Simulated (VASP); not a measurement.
# Sn in VASP: further runs

Aim: see how the results for Sn move with the level of theory and the settings. Levels: PBEsol, PBE+D3(BJ), LDA. Tasks: single point.

Everything below comes from runs of VASP 6.6.1. Logs are shortened: lines on timing, memory, paths and dates and some standing lists are left out, and cuts for length are marked.

**1. The cell of the first run**

The structure is tetragonal, space group I4/mmm (No. 139). Conventional cell: a = 4.058 Å, b = 4.058 Å, c = 3.322 Å, α = 90.00°, β = 90.00°, γ = 90.00°. Sn (site symmetry 4/mmm) has 14 Sn at 3.32 to 4.06 Å within 4.4 Å.

**2. Single point, PBEsol**

File INCAR:

```
SYSTEM = Sn
ALGO = Normal
EDIFF = 1E-6
ENCUT = 520
GGA = PS
ISIF = 2
ISMEAR = -1
LASPH = .TRUE.
LCHARG = .FALSE.
LREAL = .FALSE.
LWAVE = .FALSE.
NBANDS = 13
NELM = 80
PREC = Accurate
SIGMA = 0.05
```

File KPOINTS:

```
k-points
0
G
  10 10 10
  0 0 0
```

File POSCAR:

```
Sn
1.0
   -2.0291894110      2.0291894110      1.6607599896
    2.0291894110     -2.0291894110      1.6607599896
    2.0291894110      2.0291894110     -1.6607599896
Sn
1
Direct
    0.0000000000      0.0000000000      0.0000000000
```

Potentials or basis: VASP PAW PBE potentials, release 64 (Sn_d).

On the command line:

```console
$ cat potpaw_PBE.64/Sn_d/POTCAR > POTCAR
$ mpirun -np 1 vasp_std > vasp.out
```

OUTCAR:

```text
SYSTEM = Sn
   EDIFF = 1E-6
   ENCUT = 520
   GGA = PS
   ISIF = 2
   ISMEAR = -1
   LASPH = .TRUE.
   LREAL = .FALSE.
   NELM = 80
   PREC = Accurate

 ion  position               nearest neighbor table
   1  0.000  0.000  0.000-

  LATTYP: Found a body centered tetragonal cell.
 ALAT       =     4.0583788220
 C/A-ratio  =     0.8184351745

  Lattice vectors:

 A1 = (  -2.0291894110,   2.0291894110,   1.6607599896)
 A2 = (   2.0291894110,  -2.0291894110,   1.6607599896)
 A3 = (   2.0291894110,   2.0291894110,  -1.6607599896)

Analysis of symmetry for initial positions (statically):
=====================================================================
 Subroutine PRICEL returns:
 Original cell was already a primitive cell.

 Routine SETGRP: Setting up the symmetry group for a
 body centered tetragonal supercell.

 Subroutine GETGRP returns: Found 16 space group operations
 (whereof 16 operations were pure point group operations)
 out of a pool of 16 trial point group operations.

The static configuration has the point symmetry D_4h.

Analysis of symmetry for dynamics (positions and initial velocities):
=====================================================================
 Subroutine PRICEL returns:
 Original cell was already a primitive cell.

 Routine SETGRP: Setting up the symmetry group for a
 body centered tetragonal supercell.

 Subroutine GETGRP returns: Found 16 space group operations
 (whereof 16 operations were pure point group operations)
 out of a pool of 16 trial point group operations.

The dynamic configuration has the point symmetry D_4h.

 Subroutine INISYM returns: Found 16 space group operations
 (whereof 16 operations are pure point group operations),
 and found     1 'primitive' translations

----------------------------------------------------------------------------------------

                                     Primitive cell

  volume of cell :      27.3534

  direct lattice vectors                    reciprocal lattice vectors
    -2.029189411  2.029189411  1.660759990     0.000000000  0.246403809  0.301066983
     2.029189411 -2.029189411  1.660759990     0.246403809  0.000000000  0.301066983
     2.029189411  2.029189411 -1.660759990     0.246403809  0.246403809  0.000000000

  length of vectors
     3.315621069  3.315621069  3.315621069     0.389045197  0.389045197  0.348467608

  position of ions in fractional coordinates (direct lattice)
     0.000000000  0.000000000  0.000000000

  ion indices of the primitive-cell ions
   primitive index   ion index
                 1           1

----------------------------------------------------------------------------------------

 KPOINTS: k-points

Automatic generation of k-mesh.
 Grid dimensions read from file:
 generate k-points for:   10   10   10

 Generating k-lattice:

  Cartesian coordinates                     Fractional coordinates (reciprocal lattice)
     0.000000000  0.024640381  0.030106698     0.100000000 -0.000000000  0.000000000
     0.024640381  0.000000000  0.030106698    -0.000000000  0.100000000  0.000000000
     0.024640381  0.024640381  0.000000000     0.000000000  0.000000000  0.100000000

  Length of vectors
     0.038904520  0.038904520  0.034846761

  Shift w.r.t. Gamma in fractional coordinates (k-lattice)
     0.000000000  0.000000000  0.000000000

 Subroutine IBZKPT returns following result:
 ===========================================

 Found    102 irreducible k-points:

 Following reciprocal coordinates:
            Coordinates               Weight
  0.000000  0.000000  0.000000      1.000000
  0.100000  0.000000  0.000000      8.000000
  0.200000  0.000000  0.000000      8.000000
  0.300000  0.000000  0.000000      8.000000
  0.400000  0.000000  0.000000      8.000000
  0.500000  0.000000  0.000000      4.000000
[... 16 lines left out ...]
  0.300000  0.300000  0.000000      8.000000
  0.400000  0.300000  0.000000     16.000000
 [... further k-points ...]
   k-points           NKPTS =    102   k-points in BZ     NKDIM =    102   number of bands    NBANDS=     13
   number of dos      NEDOS =    301   number of ions     NIONS =      1
   total plane-waves  NPLWV =  21952
   dimension x,y,z NGX =    28 NGY =   28 NGZ =   28
   dimension x,y,z NGXF=    56 NGYF=   56 NGZF=   56
   ions per type =               1
   NGX,Y,Z   is equivalent  to a cutoff of  14.04, 14.04, 14.04 a.u.
   NGXF,Y,Z  is equivalent  to a cutoff of  28.08, 28.08, 28.08 a.u.
 SYSTEM =  Sn
   PREC   = accura    normal or accurate (medium, high low for compatibility)
   ISTART =      0    job   : 0-new  1-cont  2-samecut
   ICHARG =      2    charge: 1-file 2-atom 10-const
   ISPIN  =      1    spin polarized calculation?
   LNONCOLLINEAR =      F non collinear calculations
   LSORBIT =      F    spin-orbit coupling
   LASPH  =      T    aspherical Exc in radial PAW
   ENCUT  =  520.0 eV  38.22 Ry    6.18 a.u.   6.16  6.16  6.16*2*pi/ulx,y,z
   NELM   =     80;   NELMIN=  2; NELMDL= -5     # of ELM steps
   EDIFF  = 0.1E-05   stopping-criterion for ELM
   LREAL  =      F    real-space projection
   EDIFFG = 0.1E-04   stopping-criterion for IOM
   NSW    =      0    number of steps for IOM
   IBRION =     -1    ionic relax: 0-MD 1-quasi-New 2-CG
   NFREE  =      0    steps in history (QN), initial steepest desc. (CG)
   ISIF   =      2    stress and relaxation
   ISYM   =      2    0-nonsym 1-usesym 2-fastsym
   POTIM  = 0.5000    time-step for ionic-motion
   TEBEG  =    0.0;   TEEND  =   0.0 temperature during run
   PSTRESS=    0.0 pullay stress
   NELECT =      14.0000    total number of electrons
   NUPDOWN=      -1.0000    fix difference up-down
   EMIN   =  10.00;   EMAX   =-10.00  energy-range for DOS
   EFERMI =   0.00;   METHOD = LEGACY
   ISMEAR =    -1;   SIGMA  =   0.05  broadening in eV -4-tet -1-fermi 0-gaus
   EFERMI_NEDOS =   21; number of points for ismear=-14 and -15
   IALGO  =     38    algorithm
   IMIX   =      4    mixing-type and parameters
     AMIX     =   0.40;   BMIX     =  1.00
     AMIX_MAG =   1.60;   BMIX_MAG =  1.00
  volume/ion in A,a.u.               =      27.35       184.59
  Fermi-wavevector in a.u.,A,eV,Ry     =   1.309524  2.474642 23.331997  1.714853
  Thomas-Fermi vector in A             =   2.440117
   LORBIT       =      0    0 simple, 1 ext, 2 COOP (PROOUT), +10 PAW based schemes
   GGA     = PS    functional components
   LHFCALC =     F    Hartree Fock is set to
   AEXX    =    0.0000 exact exchange contribution
   IVDW    =     0    specifies the selected vdW correction
   LEPSILON=     F    determine dielectric tensor
   LRPA    =     F    only Hartree local field effects (RPA)
 non-spin polarized calculation
  energy-cutoff  :      520.00
  volume of cell :       27.35
 maximum number of plane-waves:       754
 NGX is ok and might be reduce to    28
   NGX = 13   NGY = 13   NGZ = 13

 number of electron      14.0000001 magnetization

 Free energy of the ion-electron system (eV)
  ---------------------------------------------------
  ext. energy  EPLUGINS =         0.00000000
  ---------------------------------------------------
  free energy    TOTEN  =        -4.22798759 eV

  energy without entropy =       -4.22324934  energy(sigma->0) =       -4.22561846

 E-fermi :   7.7768     XC(G=0): -10.4669

 val. band max:        7.7622294372   @ k =  -0.3000  -0.4000   0.3000
 cond. band min:       7.8965992937   @ k =   0.4000   0.3000   0.1000
 fundamental gap:      0.1343698565
 Fermi energy:         7.7767741247

 k-point     1 :       0.0000    0.0000    0.0000
  band No.  band energies     occupation
      1     -13.6291      2.00000
      2     -13.5523      2.00000
      3     -13.5523      2.00000
      4     -13.5500      2.00000
      5     -13.4350      2.00000
      6      -3.2337      2.00000
      7      14.5716      0.00000
      8      14.5716      0.00000
      9      17.1231      0.00000
     10      18.0985      0.00000
     11      19.1997      0.00000
     12      20.3625      0.00000
     13      20.3625      0.00000

 k-point     2 :       0.1000    0.0000    0.0000
  band No.  band energies     occupation
      1     -13.6198      2.00000
      2     -13.5534      2.00000
      3     -13.5486      2.00000
      4     -13.5369      2.00000
      5     -13.4403      2.00000
      6      -2.9964      2.00000
      7      13.8856      0.00000
      8      13.9652      0.00000
      9      15.6104      0.00000
     10      18.5719      0.00000
     11      18.7764      0.00000
     12      19.5577      0.00000
     13      20.2149      0.00000

 k-point     3 :       0.2000    0.0000    0.0000
  band No.  band energies     occupation
      1     -13.6162      2.00000
      2     -13.5592      2.00000
      3     -13.5173      2.00000
      4     -13.5017      2.00000
      5     -13.4529      2.00000
      6      -2.2827      2.00000
      7      11.7649      0.00000
      8      12.7360      0.00000
      9      13.6582      0.00000
     10      17.2427      0.00000
     11      17.2683      0.00000
     12      20.7244      0.00000
     13      21.3682      0.00000
[... 305 lines left out ...]
 k-point    23 :       0.3000    0.3000    0.0000
  band No.  band energies     occupation
      1     -13.6161      2.00000
      2     -13.5317      2.00000
      3     -13.4775      2.00000
      4     -13.4664      2.00000
      5     -13.4145      2.00000
      6       2.6814      2.00000
      7       4.8311      2.00000
      8       6.3169      2.00000
      9      11.6223      0.00000
     10      16.8215      0.00000
     11      18.1394      0.00000
     12      23.2318      0.00000
     13      23.7393      0.00000

 k-point    24 :       0.4000    0.3000    0.0000
  band No.  band energies     occupation
      1     -13.6009      2.00000
      2     -13.5199      2.00000
      3     -13.4939      2.00000
      4     -13.4635      2.00000
      5     -13.4422      2.00000
      6       1.8025      2.00000
      7       5.2397      2.00000
      8       6.7312      2.00000
      9      12.2532      0.00000
     10      16.9462      0.00000
     11      19.0604      0.00000
     12      23.7491      0.00000
     13      24.1729      0.00000

 [... further k-points ...]
[... 5 lines left out ...]
  --------------------------------------------------------------------------------------
  -------------------------------------------------------------------------------------
  Total       -0.3974736     -0.3974736     -0.2177595      0.0000000      0.0000000      0.0000000
  in kB      -23.2812803    -23.2812803    -12.7548577      0.0000000      0.0000000      0.0000000
  external PRESSURE =     -19.7724728 kB  Pullay stress =       0.0000000 kB

 VOLUME and BASIS-vectors are now :
 -----------------------------------------------------------------------------
  energy-cutoff  :      520.00
  volume of cell :       27.35
      direct lattice vectors                 reciprocal lattice vectors
    -2.029189411  2.029189411  1.660759990     0.000000000  0.246403809  0.301066983
     2.029189411 -2.029189411  1.660759990     0.246403809  0.000000000  0.301066983
     2.029189411  2.029189411 -1.660759990     0.246403809  0.246403809  0.000000000

 POSITION                                       TOTAL-FORCE (eV/Angst)
 -----------------------------------------------------------------------------------
      0.00000      0.00000      0.00000        -0.000000     -0.000000     -0.000000
 -----------------------------------------------------------------------------------
    total drift:                               -0.000000     -0.000000      0.000000

  FREE ENERGIE OF THE ION-ELECTRON SYSTEM (eV)
  ---------------------------------------------------
  free  energy   TOTEN  =        -4.2279875926 eV

  energy  without entropy=       -4.2232493350  energy(sigma->0) =       -4.22561846
```

Wall time 37 s (1 thread of AMD EPYC 7R13 (Zen 3), shared host); peak memory 0.14 GiB.

Results:

```
Free energy            : -4.2280 eV
Pressure               : -2.0 GPa
Band gap on the k mesh : zero (band 7 reaches 14.57 eV, above the bottom of band 8 at 5.78 eV)
```

Caveat: the PAW data sets were made with another functional, which shifts forces and pressure a little; spin-orbit coupling is left out, which moves the levels of the heavy elements.

[end of part 1 of 3]
